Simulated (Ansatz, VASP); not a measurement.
One calculation of Ge2P, two programs

INCAR

```
  PREC = Accurate
  ENCUT = 600
  EDIFF = 1E-7
  ISMEAR = 0
  SIGMA = 0.1
  LREAL = F
  LASPH = T
  NELM = 60
  ALGO = Normal
  ISIF = 3
  LWAVE = F
  LCHARG = F
  GGA = PE
  IBRION = 2
  NSW = 90
  EDIFFG = -0.04
```

The input KPOINTS:

```
Automatic mesh
0
Gamma
  4 4 4
```

The input POSCAR:

```
Ge2P
1.0
    0.0000000000      3.3341847600      3.3341847600
    3.3341847600      0.0000000000      3.3341847600
    3.3341847600      3.3341847600      0.0000000000
Ge P
2 1
Direct
    0.2500000000      0.2500000000      0.2500000000
    0.7500000000      0.7500000000      0.7500000000
    0.0000000000      0.0000000000      0.0000000000
```

Input for Ansatz:

```yaml
crystal:
  lattice:
    - [0.0, 3.33418476, 3.33418476]
    - [3.33418476, 0.0, 3.33418476]
    - [3.33418476, 3.33418476, 0.0]
  atoms:
    - { symbol: Ge, position: [0.25, 0.25, 0.25] }
    - { symbol: Ge, position: [0.75, 0.75, 0.75] }
    - { symbol: P, position: [0.0, 0.0, 0.0] }
basis:
  ecutwfc: 420
kpoints:
  mp_grid: { grid: [4, 4, 4] }
hamiltonian:
  xc: pbe
scf:
  occupations: { method: gaussian, width: 0.1 }
  lower_state_search: "off"
output:
  forces: true
  stress: true
  eigenvalues: true
relax:
  adjacent_minimum: "off"
  f_tol: 0.04
  max_steps: 70
  cell: { stress_tol: 0.4 }
```

Change from the starting cell: species swapped into the K2Te type (Fm-3m, No. 225).

Alike in both runs: task relaxation of cell and atoms; functional PBE; k mesh 4 × 4 × 4; occupations gaussian, width 0.1 eV; no spin polarisation.

```csv
,VASP,Ansatz
version,VASP 6.6.1,Ansatz 0.2.0
potentials or method,"VASP PAW PBE potentials, release 64 (Ge_d, P), cutoff 600 eV","scalar-relativistic, plane waves, PAW"
valence electrons in the cell,33,33
```

Ansatz gave:

```
gap on the k mesh at the Fermi level, each at its own relaxed structure (eV) : none
relaxed volume (Å³/atom)                                                     : 21.47
relaxed cell length with the largest relative difference (Å)                 : 4.500
```

Which values does VASP return?

gap on the k mesh at the Fermi level, each at its own relaxed structure (eV): none; relaxed volume (Å³/atom): 21.37; relaxed cell length with the largest relative difference (Å): 4.493.

A gap of «none» marks a metal or a gap that the smearing closes.

The k mesh is coarse, so the values compare programs but aren't converged.
